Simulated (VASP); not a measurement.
# MgH2 (I4_1/amd) in VASP: a series of runs, part 3 of 3

VASP 6.6.1.

### 5 Single point, r2SCAN (11.52 Å³/atom)

This run uses another cell than the first one, of 11.52 Å³/atom.

File POSCAR:

```
MgH2
1.0
   -1.9093767823      1.9093767823      4.7400603734
    1.9093767823     -1.9093767823      4.7400603734
    1.9093767823      1.9093767823     -4.7400603734
Mg H
2 4
Direct
    0.7500000000      0.2500000000      0.5000000000
    0.0000000000      0.0000000000      0.0000000000
    0.5398169929      0.0398169929      0.5000000000
    0.7898169929      0.7898169929      0.0000000000
    0.2101830071      0.2101830071      0.0000000000
    0.9601830071      0.4601830071      0.5000000000
```

File INCAR.step1:

```
SYSTEM = MgH2
PREC = Accurate
ENCUT = 520
ISMEAR = 0
SIGMA = 0.01
LREAL = .False.
LASPH = .True.
NELM = 60
NBANDS = 13
GGA = PE
ALGO = Normal
EDIFF = 1E-4
LWAVE = .True.
LCHARG = .False.
```

File INCAR.step2:

```
SYSTEM = MgH2
PREC = Accurate
ENCUT = 520
EDIFF = 1E-6
ISMEAR = 0
SIGMA = 0.01
LREAL = .False.
LASPH = .True.
NELM = 60
ALGO = Normal
ISIF = 2
LWAVE = .False.
LCHARG = .False.
METAGGA = R2SCAN
LMIXTAU = .True.
NBANDS = 13
ISTART = 1
```

File KPOINTS:

```
regular mesh
0
Gamma
  8 8 8
  0 0 0
```

Potentials or basis: VASP PAW PBE potentials, release 64 (Mg, H).

Run with:

```console
$ cat potpaw_PBE.64/Mg/POTCAR potpaw_PBE.64/H/POTCAR > POTCAR
$ cp INCAR.step1 INCAR
$ mpirun -np 1 vasp_std > vasp.out
$ cp INCAR.step2 INCAR
$ mpirun -np 1 vasp_std > vasp.out
```

OUTCAR:

```text
SYSTEM = MgH2
   PREC = Accurate
   ENCUT = 520
   EDIFF = 1E-6
   ISMEAR = 0
   LREAL = .False.
   LASPH = .True.
   NELM = 60
   ISIF = 2
   METAGGA = R2SCAN
   ISTART = 1

 ion  position               nearest neighbor table
   1  0.750  0.250  0.500-   4 1.95   5 1.95   4 1.95   5 1.95   3 1.99   6 1.99   2 3.04   2 3.04
                             2 3.04   2 3.04
   2  0.000  0.000  0.000-   3 1.95   6 1.95   3 1.95   6 1.95   5 1.99   4 1.99   1 3.04   1 3.04
                             1 3.04   1 3.04
   3  0.540  0.040  0.500-   2 1.95   2 1.95   1 1.99
   4  0.790  0.790  0.000-   1 1.95   1 1.95   2 1.99
   5  0.210  0.210  0.000-   1 1.95   1 1.95   2 1.99
   6  0.960  0.460  0.500-   2 1.95   2 1.95   1 1.99

  LATTYP: Found a body centered tetragonal cell.
 ALAT       =     3.8187535646
 C/A-ratio  =     2.4825170272

  Lattice vectors:

 A1 = (  -1.9093767823,   1.9093767823,   4.7400603734)
 A2 = (   1.9093767823,  -1.9093767823,   4.7400603734)
 A3 = (   1.9093767823,   1.9093767823,  -4.7400603734)

Analysis of symmetry for initial positions (statically):
=====================================================================
 Subroutine PRICEL returns:
 Original cell was already a primitive cell.

 Routine SETGRP: Setting up the symmetry group for a
 body centered tetragonal supercell.

 Subroutine GETGRP returns: Found 16 space group operations
 (whereof  8 operations were pure point group operations)
 out of a pool of 16 trial point group operations.

The static configuration has the point symmetry D_2d.
 The point group associated with its full space group is D_4h.

Analysis of symmetry for dynamics (positions and initial velocities):
=====================================================================
 Subroutine PRICEL returns:
 Original cell was already a primitive cell.

 Routine SETGRP: Setting up the symmetry group for a
 body centered tetragonal supercell.

 Subroutine GETGRP returns: Found 16 space group operations
 (whereof  8 operations were pure point group operations)
 out of a pool of 16 trial point group operations.

The dynamic configuration has the point symmetry D_2d.
 The point group associated with its full space group is D_4h.

 Subroutine INISYM returns: Found 16 space group operations
 (whereof  8 operations are pure point group operations),
 and found     1 'primitive' translations

----------------------------------------------------------------------------------------

                                     Primitive cell

  volume of cell :      69.1237

  direct lattice vectors                    reciprocal lattice vectors
    -1.909376782  1.909376782  4.740060373     0.000000000  0.261865549  0.105483889
     1.909376782 -1.909376782  4.740060373     0.261865549  0.000000000  0.105483889
     1.909376782  1.909376782 -4.740060373     0.261865549  0.261865549  0.000000000

  length of vectors
     5.455237093  5.455237093  5.455237093     0.282312622  0.282312622  0.370333811

  position of ions in fractional coordinates (direct lattice)
     0.750000000  0.250000000  0.500000000
     0.000000000  0.000000000  0.000000000
     0.539816993  0.039816993  0.500000000
[... 65 lines left out ...]
 [... further k-points ...]
   k-points           NKPTS =     59   k-points in BZ     NKDIM =     59   number of bands    NBANDS=     13
   number of dos      NEDOS =    301   number of ions     NIONS =      6
   total plane-waves  NPLWV =  74088
   dimension x,y,z NGX =    42 NGY =   42 NGZ =   42
   dimension x,y,z NGXF=    84 NGYF=   84 NGZF=   84
   ions per type =               2   4
   NGX,Y,Z   is equivalent  to a cutoff of  12.80, 12.80, 12.80 a.u.
   NGXF,Y,Z  is equivalent  to a cutoff of  25.60, 25.60, 25.60 a.u.
 SYSTEM =  MgH2
   PREC   = accura    normal or accurate (medium, high low for compatibility)
   ISTART =      1    job   : 0-new  1-cont  2-samecut
   ICHARG =      0    charge: 1-file 2-atom 10-const
   ISPIN  =      1    spin polarized calculation?
   LNONCOLLINEAR =      F non collinear calculations
   LSORBIT =      F    spin-orbit coupling
   LASPH  =      T    aspherical Exc in radial PAW
   ENCUT  =  520.0 eV  38.22 Ry    6.18 a.u.  10.14 10.14 10.14*2*pi/ulx,y,z
   NELM   =     60;   NELMIN=  2; NELMDL=  0     # of ELM steps
   EDIFF  = 0.1E-05   stopping-criterion for ELM
   LREAL  =      F    real-space projection
   EDIFFG = 0.1E-04   stopping-criterion for IOM
   NSW    =      0    number of steps for IOM
   IBRION =     -1    ionic relax: 0-MD 1-quasi-New 2-CG
   NFREE  =      0    steps in history (QN), initial steepest desc. (CG)
   ISIF   =      2    stress and relaxation
   ISYM   =      2    0-nonsym 1-usesym 2-fastsym
   POTIM  = 0.5000    time-step for ionic-motion
   TEBEG  =    0.0;   TEEND  =   0.0 temperature during run
   PSTRESS=    0.0 pullay stress
   NELECT =       8.0000    total number of electrons
   NUPDOWN=      -1.0000    fix difference up-down
   EMIN   =  10.00;   EMAX   =-10.00  energy-range for DOS
   EFERMI =   0.00;   METHOD = LEGACY
   ISMEAR =     0;   SIGMA  =   0.01  broadening in eV -4-tet -1-fermi 0-gaus
   EFERMI_NEDOS =   21; number of points for ismear=-14 and -15
   IALGO  =     38    algorithm
   IMIX   =      4    mixing-type and parameters
     AMIX     =   0.40;   BMIX     =  1.00
     AMIX_MAG =   1.60;   BMIX_MAG =  1.00
  volume/ion in A,a.u.               =      11.52        77.74
  Fermi-wavevector in a.u.,A,eV,Ry     =   0.797803  1.507629  8.659972  0.636490
  Thomas-Fermi vector in A             =   1.904591
   LORBIT       =      0    0 simple, 1 ext, 2 COOP (PROOUT), +10 PAW based schemes
   METAGGA = R2SCAN    functional components
   LHFCALC =     F    Hartree Fock is set to
   AEXX    =    0.0000 exact exchange contribution
   IVDW    =     0    specifies the selected vdW correction
   LEPSILON=     F    determine dielectric tensor
   LRPA    =     F    only Hartree local field effects (RPA)
 non-spin polarized calculation
 Gauss-broadening in eV      SIGMA  =   0.01
  energy-cutoff  :      520.00
  volume of cell :       69.12
 maximum number of plane-waves:      1875
 NGX is ok and might be reduce to    42
   NGX = 21   NGY = 21   NGZ = 21

 number of electron       7.9999999 magnetization

 Free energy of the ion-electron system (eV)
  ---------------------------------------------------
  ext. energy  EPLUGINS =         0.00000000
  ---------------------------------------------------
  free energy    TOTEN  =       -23.51540080 eV

  energy without entropy =      -23.51540080  energy(sigma->0) =      -23.51540080

 E-fermi :  -0.7424     XC(G=0):  -8.1457

 val. band max:       -0.8270157287   @ k =   0.0000   0.0000   0.0000
 cond. band min:       3.2473220201   @ k =   0.5000   0.5000   0.0000
 fundamental gap:      4.0743377488
 Fermi energy:        -0.7424091946

 k-point     1 :       0.0000    0.0000    0.0000
  band No.  band energies     occupation
      1      -7.5708      2.00000
      2      -2.8617      2.00000
      3      -2.5956      2.00000
      4      -0.8270      2.00000
      5       4.3973      0.00000
      6       6.3313      0.00000
      7       6.3313      0.00000
      8       6.8930      0.00000
      9       6.8930      0.00000
     10       8.2847      0.00000
     11       9.0537      0.00000
     12      14.5173      0.00000
     13      14.8310      0.00000
[... 354 lines left out ...]
  band No.  band energies     occupation
      1      -5.0647      2.00000
      2      -4.0805      2.00000
      3      -3.2208      2.00000
      4      -2.1317      2.00000
      5       3.2562      0.00000
      6       5.0268      0.00000
      7       5.3641      0.00000
      8       6.3976      0.00000
      9       7.9550      0.00000
     10       8.5449      0.00000
     11      11.7743      0.00000
     12      12.0711      0.00000
     13      12.8689      0.00000

 [... further k-points ...]
[... 5 lines left out ...]
  --------------------------------------------------------------------------------------
  -------------------------------------------------------------------------------------
  Total       -0.7101690     -0.7101690     -0.8105912      0.0000000     -0.0000000      0.0000000
  in kB      -16.4605809    -16.4605809    -18.7882071      0.0000000     -0.0000000      0.0000000
  external PRESSURE =     -17.2364563 kB  Pullay stress =       0.0000000 kB

 VOLUME and BASIS-vectors are now :
 -----------------------------------------------------------------------------
  energy-cutoff  :      520.00
  volume of cell :       69.12
      direct lattice vectors                 reciprocal lattice vectors
    -1.909376782  1.909376782  4.740060373     0.000000000  0.261865549  0.105483889
     1.909376782 -1.909376782  4.740060373     0.261865549  0.000000000  0.105483889
     1.909376782  1.909376782 -4.740060373     0.261865549  0.261865549  0.000000000

 POSITION                                       TOTAL-FORCE (eV/Angst)
 -----------------------------------------------------------------------------------
     -0.00000      1.90938      2.37003         0.000000      0.000000      0.000000
      0.00000      0.00000      0.00000         0.000000      0.000000      0.000000
      0.00000      1.90938      0.37747        -0.000000      0.000000      0.035972
      0.00000      0.00000      7.48756         0.000000     -0.000000      0.035972
      0.00000      0.00000      1.99256         0.000000     -0.000000     -0.035972
     -0.00000      1.90938      4.36259        -0.000000      0.000000     -0.035972
 -----------------------------------------------------------------------------------
    total drift:                               -0.000000     -0.000000     -0.000000

  FREE ENERGIE OF THE ION-ELECTRON SYSTEM (eV)
  ---------------------------------------------------
  free  energy   TOTEN  =       -23.5154008001 eV

  energy  without entropy=      -23.5154008001  energy(sigma->0) =      -23.51540080
```

Run time: 2.6 min. Hardware: 1 thread of Intel Xeon 6975P-C (Granite Rapids), shared host; peak memory 0.3 GiB.

Results:

- Free energy: -23.5154 eV
- Pressure: -1.7 GPa
- Largest force: 0.036 eV/Å
- Band gap on the k mesh: 4.07 eV (least direct gap 5.22 eV)

Forces on the atoms (eV/Å):
```
Mg   0.000  0.000  0.000
Mg   0.000  0.000  0.000
H    0.000  0.000  0.036
H    0.000  0.000  0.036
H    0.000  0.000 -0.036
H    0.000  0.000 -0.036
```

Levels at points of the mesh, in eV from the valence-band top:
```tsv
k point	band 2	band 3	band 4	band 5	band 6	band 7
(0.00, 0.00, 0.00)	-2.03	-1.77	0.00	5.22	7.16	7.16
(0.50, 0.00, 0.00)	-3.59	-2.49	-0.87	4.62	7.31	7.78
(0.50, 0.50, 0.00)	-2.89	-2.48	-2.48	4.07	4.07	6.53
(0.50, 0.50, 0.50)	-5.30	-0.30	-0.30	5.89	5.89	9.29
```

Caveat: the PAW data sets were made with another functional, which shifts forces and pressure a little.

### 6 Single point, r2SCAN (11.86 Å³/atom)

This run uses another cell than the first one, of 11.86 Å³/atom.

POSCAR: that of step 5 with these lines changed.

```diff
@@ -2,5 +2,5 @@
 1.0
-   -1.9093767823      1.9093767823      4.7400603734
-    1.9093767823     -1.9093767823      4.7400603734
-    1.9093767823      1.9093767823     -4.7400603734
+   -1.9277373008      1.9277373008      4.7856406731
+    1.9277373008     -1.9277373008      4.7856406731
+    1.9277373008      1.9277373008     -4.7856406731
 Mg H
```

File INCAR.step1:

```
PREC     = Accurate       # precision mode
ENCUT    = 520            # plane-wave cutoff, eV
ISMEAR   = 0              # smearing method
SIGMA    = 0.01           # smearing width, eV
LREAL    = False          # projectors in reciprocal space
LASPH    = True           # aspherical terms in the spheres
NELM     = 60             # most SCF steps
NBANDS   = 13             # bands
GGA      = PE             # functional
ALGO     = Normal         # electronic algorithm
EDIFF    = 1E-4           # SCF threshold, eV
LWAVE    = True           # write WAVECAR
LCHARG   = False          # write CHGCAR
```

File INCAR.step2:

```
PREC     = Accurate       # precision mode
ENCUT    = 520            # plane-wave cutoff, eV
EDIFF    = 1E-6           # SCF threshold, eV
ISMEAR   = 0              # smearing method
SIGMA    = 0.01           # smearing width, eV
LREAL    = False          # projectors in reciprocal space
LASPH    = True           # aspherical terms in the spheres
NELM     = 60             # most SCF steps
ALGO     = Normal         # electronic algorithm
ISIF     = 2              # what is computed and relaxed
LWAVE    = False          # write WAVECAR
LCHARG   = False          # write CHGCAR
METAGGA  = R2SCAN         # meta-GGA
LMIXTAU  = True         
NBANDS   = 13             # bands
ISTART   = 1
```

File KPOINTS:

```
regular mesh
0
Gamma
  8 8 8
```

Potentials or basis: VASP PAW PBE potentials, release 64 (Mg, H).

Run with:

```console
$ cat potpaw_PBE.64/Mg/POTCAR potpaw_PBE.64/H/POTCAR > POTCAR
$ cp INCAR.step1 INCAR
$ mpirun -np 1 vasp_std > vasp.out
$ cp INCAR.step2 INCAR
$ mpirun -np 1 vasp_std > vasp.out
```

Wall time 2.7 min (1 thread of Intel Xeon 6975P-C (Granite Rapids), shared host); peak memory 0.3 GiB.

It converged, with:

```yaml
Free_energy: -23.4877 eV
Pressure: -2.9 GPa
Largest_force: 0.062 eV/Å
Band_gap_on_the_k_mesh: 4.02 eV (least direct gap 5.19 eV)
```

Forces in eV/Å, atoms in the order of the input:
```
Mg   0.000  0.000  0.000
Mg   0.000  0.000  0.000
H    0.000  0.000  0.062
H    0.000  0.000  0.062
H    0.000  0.000 -0.062
H    0.000  0.000 -0.062
```

Stress tensor (GPa, compression positive):
```
-2.78  0.00  0.00
 0.00 -2.78  0.00
 0.00  0.00 -3.15
```

Levels at points of the mesh, in eV from the valence-band top:
| k point | band 2 | band 3 | band 4 | band 5 | band 6 | band 7 |
| --- | --- | --- | --- | --- | --- | --- |
| (0.00, 0.00, 0.00) | -2.00 | -1.73 | 0.00 | 5.20 | 7.06 | 7.06 |
| (0.50, 0.00, 0.00) | -3.51 | -2.44 | -0.85 | 4.59 | 7.20 | 7.64 |
| (0.50, 0.50, 0.00) | -2.84 | -2.43 | -2.43 | 4.04 | 4.04 | 6.42 |
| (0.50, 0.50, 0.50) | -5.19 | -0.29 | -0.29 | 5.82 | 5.82 | 9.17 |

Caveat: the PAW data sets were made with another functional, which shifts forces and pressure a little.

### 7 The runs side by side

| cell | gap on the mesh (eV) | pressure (GPa) | largest force (eV/Å) |
| --- | --- | --- | --- |
| a = 5.291 Å, angles 139.0, 139.0, 59.3°, 6 atoms | 4.14 | 2.9 | 0.06 |
| a = 5.347 Å, angles 139.0, 139.0, 59.3°, 6 atoms | 4.12 | 1.2 | 0.02 |
| a = 5.402 Å, angles 139.0, 139.0, 59.3°, 6 atoms | 4.10 | -0.4 | 0.01 |
| a = 5.455 Å, angles 139.0, 139.0, 59.3°, 6 atoms | 4.07 | -1.7 | 0.04 |
| a = 5.508 Å, angles 139.0, 139.0, 59.3°, 6 atoms | 4.02 | -2.9 | 0.06 |

Alike in all rows: task single point; level r2SCAN; potentials or basis VASP PAW PBE potentials, release 64 (Mg, H); no spin polarisation; k mesh 8 × 8 × 8; cutoff (eV) 520; smearing gaussian 0.01 eV.

Caveats: the PAW data sets were made with another functional, which shifts forces and pressure a little.

Absolute energies hang on the potentials; compare differences alone.
